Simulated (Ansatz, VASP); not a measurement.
## One calculation of CdF2, two programs

```
CELL_PARAMETERS angstrom
0.00000 2.66676 2.73903
2.66676 0.00000 2.73903
2.66676 2.66676 0.00000
ATOMIC_POSITIONS crystal
Cd 0.00000 0.00000 0.00000
F 0.25000 0.25000 0.25000
F 0.75000 0.75000 0.75000
```

Alike in both runs: task single point; functional PBE; k mesh 8 × 8 × 8; occupations gaussian, width 0.05 eV; no spin polarisation.

|  | VASP | Ansatz |
| --- | --- | --- |
| version | VASP 6.6.1 | Ansatz 0.2.0 |
| potentials or method | VASP PAW PBE potentials, release 64 (Cd, F), cutoff 520 eV | scalar-relativistic, plane waves, PAW |
| valence electrons in the cell | 26 | 34 |

Ansatz gave:

| Property | Result |
| --- | --- |
| gap on the k mesh at the Fermi level (eV) | 3.08 |
| least direct gap on the mesh (eV) | 3.55 |
| pressure (GPa) | 5.9 |
| traceless stress, the component that is largest in VASP (GPa) | -1.95 |

Problem. What did VASP give for the same quantities?

Solution. gap on the k mesh at the Fermi level (eV): 3.05; least direct gap on the mesh (eV): 3.52; pressure (GPa): 6.7; traceless stress, the component that is largest in VASP (GPa): -1.91.

VASP's potentials hold 26 valence electrons a cell and Ansatz's 34, so a difference there can come from the potentials and not from the codes.
